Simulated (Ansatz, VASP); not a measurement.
## CdTe: VASP beside Ansatz

```
Cd Te
1.0
     0.00000    3.20500    3.15693
     3.20500    0.00000    3.15693
     3.20500    3.20500    0.00000
Cd Te
1 1
Direct
  0.00000 0.00000 0.00000
  0.75000 0.75000 0.75000
```

Change from the starting cell: strain -0.0150 x Voigt [0, 0, 1, 0, 0, 0], atoms carried along.

Alike in both runs: task single point; functional r2SCAN; k mesh 8 × 8 × 8; occupations gaussian, width 0.05 eV; no spin polarisation.

|  | VASP | Ansatz |
| --- | --- | --- |
| version | VASP 6.6.1 | Ansatz 0.2.0 |
| potentials or method | VASP PAW PBE potentials, release 64 (Cd, Te), cutoff 520 eV | scalar-relativistic, plane waves, PAW |
| valence electrons in the cell | 18 | 36 |

|  | VASP | Ansatz | Ansatz less VASP |
| --- | --- | --- | --- |
| gap on the k mesh at the Fermi level (eV) | 1.40 | 1.40 | +0.003 |
| least direct gap on the mesh (eV) | 1.40 | 1.40 | +0.003 |
| pressure (GPa) | 4.2 | 4.1 | -0.16 |
| traceless stress, the component that is largest in VASP (GPa) | 0.13 | 0.13 | -0.001 |

VASP's potentials were made for PBE, not for r2SCAN. With one functional, cell and mesh, what is left measures potentials, basis and numerics. VASP's potentials hold 18 valence electrons a cell and Ansatz's 36, so a difference there can come from the potentials and not from the codes.

Neither program's run includes spin-orbit coupling.
